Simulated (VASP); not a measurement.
# AlRu (Pm-3m) in VASP: further runs, part 2 of 2

VASP 6.6.1.

## Step 3: Single point, r2SCAN

This run uses another cell than the first one, of 12.85 Å³/atom, 1.021 times its volume.

Input file POSCAR:

```
AlRu
1.0
    2.9511680166      0.0000000000      0.0000000000
    0.0000000000      2.9511680166      0.0000000000
    0.0000000000      0.0000000000      2.9511680166
Ru Al
1 1
Direct
    0.5000000000      0.5000000000      0.5000000000
    0.0000000000      0.0000000000      0.0000000000
```

Input file INCAR.step1:

```
SYSTEM = AlRu
  PREC = Accurate
  ENCUT = 520
  ISMEAR = -1
  SIGMA = 0.05
  LREAL = .FALSE.
  LASPH = .TRUE.
  NELM = 100
  NBANDS = 16
  GGA = PE
  ALGO = Normal
  EDIFF = 1E-4
  LWAVE = .TRUE.
  LCHARG = .FALSE.
```

Input file INCAR.step2:

```
SYSTEM = AlRu
  PREC = Accurate
  ENCUT = 520
  EDIFF = 1E-6
  ISMEAR = -1
  SIGMA = 0.05
  LREAL = .FALSE.
  LASPH = .TRUE.
  NELM = 100
  ALGO = Normal
  ISIF = 2
  LWAVE = .FALSE.
  LCHARG = .FALSE.
  METAGGA = R2SCAN
  LMIXTAU = .TRUE.
  NBANDS = 16
  ISTART = 1
```

Input file KPOINTS:

```
regular mesh
0
G
  9 9 9
  0 0 0
```

Potentials or basis: VASP PAW PBE potentials, release 64 (Ru_pv, Al).

Run with:

```console
> cat potpaw_PBE.64/Ru_pv/POTCAR potpaw_PBE.64/Al/POTCAR > POTCAR
> cp INCAR.step1 INCAR
> mpirun -np 1 vasp_std > vasp.out
> cp INCAR.step2 INCAR
> mpirun -np 1 vasp_std > vasp.out
```

Run time: 16 s. Hardware: 1 thread of Intel Xeon 6975P-C (Granite Rapids), shared host; peak memory 0.15 GiB.

The run converged. Its results:

| Quantity | Value |
| --- | --- |
| Free energy | -33.5890 eV |
| Pressure | 7.6 GPa |

Levels at points of the mesh, in eV from the Fermi level:
```
           k point  band 6  band 7  band 8  band 9  band 10  band 11  band 12  band 13
(0.00, 0.00, 0.00)   -3.85    0.26    0.26    0.26     6.82     6.82     6.82    10.42
```

Caveat: the PAW data sets were made with another functional, which shifts forces and pressure a little.

## Step 4: Single point, PBEsol

This run uses another cell than the first one, of 13.06 Å³/atom, 1.038 times its volume.

Input file INCAR:

```
SYSTEM = AlRu
ALGO = Normal
EDIFF = 1E-7
ENCUT = 520
GGA = PS
ISIF = 2
ISMEAR = -1
LASPH = .TRUE.
LCHARG = .TRUE.
LELF = .TRUE.
LREAL = .FALSE.
LVHAR = .TRUE.
LWAVE = .FALSE.
NBANDS = 16
NELM = 100
PREC = Accurate
SIGMA = 0.05
```

Input file KPOINTS:

```
k-points
0
G
  9 9 9
  0 0 0
```

Input file POSCAR:

```
AlRu
1.0
    2.9672188766      0.0000000000      0.0000000000
    0.0000000000      2.9672188766      0.0000000000
    0.0000000000      0.0000000000      2.9672188766
Ru Al
1 1
Direct
    0.5000000000      0.5000000000      0.5000000000
    0.0000000000      0.0000000000      0.0000000000
```

Run with:

```console
> cat potpaw_PBE.64/Ru_pv/POTCAR potpaw_PBE.64/Al/POTCAR > POTCAR
> mpirun -np 1 vasp_std > vasp.out
```

Wall time 6.4 s (1 thread of Intel Xeon Platinum 8488C (Sapphire Rapids), shared host); peak memory 0.14 GiB.

It converged, with:

```
Free energy : -15.5239 eV
Pressure    : 2.1 GPa
```

Levels at points of the mesh, in eV from the Fermi level:
```
           k point  band 6  band 7  band 8  band 9  band 10  band 11  band 12  band 13
(0.00, 0.00, 0.00)   -3.65    0.26    0.26    0.26     6.27     6.27     6.27    11.22
```

Caveat: the PAW data sets were made with another functional, which shifts forces and pressure a little.

## Step 5: Single point, LDA+U

This run uses another cell than the first one, of 13.39 Å³/atom, 1.064 times its volume.

Input file INCAR:

```
SYSTEM = AlRu
PREC = Accurate ; ENCUT = 520
EDIFF = 1E-7 ; ISMEAR = -1
SIGMA = 0.05 ; LREAL = .FALSE.
LASPH = .TRUE. ; NELM = 150
ALGO = Normal ; ISIF = 2
LWAVE = .FALSE. ; LCHARG = .FALSE.
LMAXMIX = 4 ; LDAU = .TRUE.
LDAUTYPE = 2 ; LDAUL = 2 -1
LDAUU = 5 0 ; LDAUJ = 0 0
LDAUPRINT = 1 ; GGA = CA
NBANDS = 16
```

Input file KPOINTS:

```
Automatic mesh
0
G
  9 9 9
  0 0 0
```

Input file POSCAR:

```
AlRu
1.0
    2.9916000000      0.0000000000      0.0000000000
    0.0000000000      2.9916000000      0.0000000000
    0.0000000000      0.0000000000      2.9916000000
Ru Al
1 1
Direct
    0.5000000000      0.5000000000      0.5000000000
    0.0000000000      0.0000000000      0.0000000000
```

Potentials or basis: VASP PAW LDA potentials, release 64 (Ru_pv, Al).

Run with:

```console
> cat potpaw_LDA.64/Ru_pv/POTCAR potpaw_LDA.64/Al/POTCAR > POTCAR
> mpirun -np 1 vasp_std > vasp.out
```

Run time: 5.8 s. Hardware: 1 thread of Intel Xeon Platinum 8488C (Sapphire Rapids), shared host; peak memory 0.13 GiB.

Results (log left out):

```
Free energy : -10.5350 eV
Pressure    : -10.8 GPa
```

Levels at points of the mesh, in eV from the Fermi level:
```tsv
k point	band 6	band 7	band 8	band 9	band 10	band 11	band 12	band 13
(0.00, 0.00, 0.00)	-2.95	-0.14	-0.14	-0.14	6.40	6.40	6.40	11.48
```

Eigenvalues of the final occupation matrices:
| site | spin | trace | eigenvalues |
| --- | --- | --- | --- |
| site 1 d | 1 | 3.21 | 0.49 0.49 0.74 0.74 0.74 |
| site 1 d | 2 | 3.21 | 0.49 0.49 0.74 0.74 0.74 |

Caveat: U without spin polarisation on a metal has little footing; the U is typed as a test and isn't derived for this compound.

## Step 6: Single point, LDA+U

This run uses another cell than the first one, of 13.39 Å³/atom, 1.064 times its volume.

Input file INCAR:

```
PREC     = Accurate       # precision mode
ENCUT    = 520            # plane-wave cutoff, eV
EDIFF    = 1E-7           # SCF threshold, eV
ISMEAR   = -1             # smearing method
SIGMA    = 0.05           # smearing width, eV
LREAL    = F              # projectors in reciprocal space
LASPH    = T              # aspherical terms in the spheres
NELM     = 150            # most SCF steps
ALGO     = Fast           # electronic algorithm
ISIF     = 2              # what is computed and relaxed
LWAVE    = F              # write WAVECAR
LCHARG   = F              # write CHGCAR
LMAXMIX  = 4              # l up to which the mixer works
LDAU     = T              # DFT+U
LDAUTYPE = 2            
LDAUL    = 2 -1           # shell
LDAUU    = 6 0            # U, eV
LDAUJ    = 0 0          
LDAUPRINT= 1            
GGA      = CA             # functional
NBANDS   = 16             # bands
```

Input file KPOINTS:

```
regular mesh
0
Gamma
  9 9 9
```

POSCAR is that of step 5.

Potentials or basis: VASP PAW LDA potentials, release 64 (Ru_pv, Al).

Run with:

```console
> cat potpaw_LDA.64/Ru_pv/POTCAR potpaw_LDA.64/Al/POTCAR > POTCAR
> mpirun -np 1 vasp_std > vasp.out
```

OUTCAR:

```text
PREC = Accurate
   ENCUT = 520
   EDIFF = 1E-7
   ISMEAR = -1
   LREAL = F
   LASPH = T
   NELM = 150
   ISIF = 2
   GGA = CA

 ion  position               nearest neighbor table
   1  0.500  0.500  0.500-   2 2.59   2 2.59   2 2.59   2 2.59   2 2.59   2 2.59   2 2.59   2 2.59

   2  0.000  0.000  0.000-   1 2.59   1 2.59   1 2.59   1 2.59   1 2.59   1 2.59   1 2.59   1 2.59

  LATTYP: Found a simple cubic cell.
 ALAT       =     2.9916000000

  Lattice vectors:

 A1 = (   2.9916000000,   0.0000000000,   0.0000000000)
[... 663 lines left out ...]
      3     -30.4870      2.00000
      4       4.2010      2.00000
      5       6.6806      2.00000
      6       7.4045      2.00000
[... 8 lines left out ...]
     15      23.4475      0.00000
     16      23.9209      0.00000

 [... further k-points ...]
[... 5 lines left out ...]
  --------------------------------------------------------------------------------------
  -------------------------------------------------------------------------------------
  Total       -1.8769913     -1.8769913     -1.8769913      0.0000000      0.0000000     -0.0000000
  in kB     -112.3213351   -112.3213351   -112.3213351      0.0000000      0.0000000     -0.0000000
  external PRESSURE =    -112.3213351 kB  Pullay stress =       0.0000000 kB

 VOLUME and BASIS-vectors are now :
 -----------------------------------------------------------------------------
  energy-cutoff  :      520.00
  volume of cell :       26.77
      direct lattice vectors                 reciprocal lattice vectors
     2.991600000  0.000000000  0.000000000     0.334269287  0.000000000  0.000000000
     0.000000000  2.991600000  0.000000000     0.000000000  0.334269287  0.000000000
     0.000000000  0.000000000  2.991600000     0.000000000  0.000000000  0.334269287

 POSITION                                       TOTAL-FORCE (eV/Angst)
 -----------------------------------------------------------------------------------
      1.49580      1.49580      1.49580         0.000000      0.000000      0.000000
      0.00000      0.00000      0.00000         0.000000      0.000000      0.000000
 -----------------------------------------------------------------------------------
    total drift:                                0.000000     -0.000000     -0.000000

  FREE ENERGIE OF THE ION-ELECTRON SYSTEM (eV)
  ---------------------------------------------------
  free  energy   TOTEN  =        -9.4686800982 eV

  energy  without entropy=       -9.4576451838  energy(sigma->0) =       -9.46316264
```

stdout:

```text
POSCAR found type information on POSCAR RuAl
 POSCAR found :  2 types and       2 ions
 scaLAPACK will be used
 LDA part: xc-table for (Slater(with rela. corr.)+CA(PZ))
 , standard interpolation
 POSCAR, INCAR and KPOINTS ok, starting setup
 FFT: planning ... GRIDC
 FFT: planning ... GRID_SOFT
 FFT: planning ... GRID
 WAVECAR not read
 entering main loop
```

Wall time 6.9 s (1 thread of Intel Xeon Platinum 8488C (Sapphire Rapids), shared host); peak memory 0.13 GiB.

What came out:

| Item | Value |
| --- | --- |
| Free energy | -9.4687 eV |
| Pressure | -11.2 GPa |

Levels at points of the mesh, in eV from the Fermi level:
```tsv
k point	band 5	band 6	band 7	band 8	band 9	band 10	band 11	band 12	band 13	band 14
(0.00, 0.00, 0.00)	-2.80	-2.80	-0.34	-0.34	-0.34	6.43	6.43	6.43	11.54	11.54
```

Eigenvalues of the final occupation matrices:
| site | spin | trace | eigenvalues |
| --- | --- | --- | --- |
| site 1 d | 1 | 3.22 | 0.48 0.48 0.75 0.75 0.75 |
| site 1 d | 2 | 3.22 | 0.48 0.48 0.75 0.75 0.75 |

Caveat: U without spin polarisation on a metal has little footing; the U is typed as a test and isn't derived for this compound.

## Step 7: The runs side by side

| level | potentials or basis | U | cell | gap on the mesh (eV) | pressure (GPa) |
| --- | --- | --- | --- | --- | --- |
| r2SCAN | VASP PAW PBE potentials, release 64 (Ru_pv, Al) | - | a = 2.931 Å, 2 atoms | none | 13.3 |
| r2SCAN | VASP PAW PBE potentials, release 64 (Ru_pv, Al) | - | a = 2.951 Å, 2 atoms | none | 7.6 |
| PBEsol | VASP PAW PBE potentials, release 64 (Ru_pv, Al) | - | a = 2.967 Å, 2 atoms | none | 2.1 |
| LDA+U | VASP PAW LDA potentials, release 64 (Ru_pv, Al) | Ru d U = 5.0 eV | a = 2.992 Å, 2 atoms | none | -10.8 |
| LDA+U | VASP PAW LDA potentials, release 64 (Ru_pv, Al) | Ru d U = 6.0 eV | a = 2.992 Å, 2 atoms | none | -11.2 |

Alike in all rows: task single point; no spin polarisation; k mesh 9 × 9 × 9; cutoff (eV) 520; smearing fermi-dirac 0.05 eV.

Caveats: the PAW data sets were made with another functional, which shifts forces and pressure a little (some runs); U without spin polarisation on a metal has little footing (some runs); the U is typed as a test and isn't derived for this compound (some runs).

Total energies depend on the potentials used, so only differences within one code and one set of settings carry meaning.
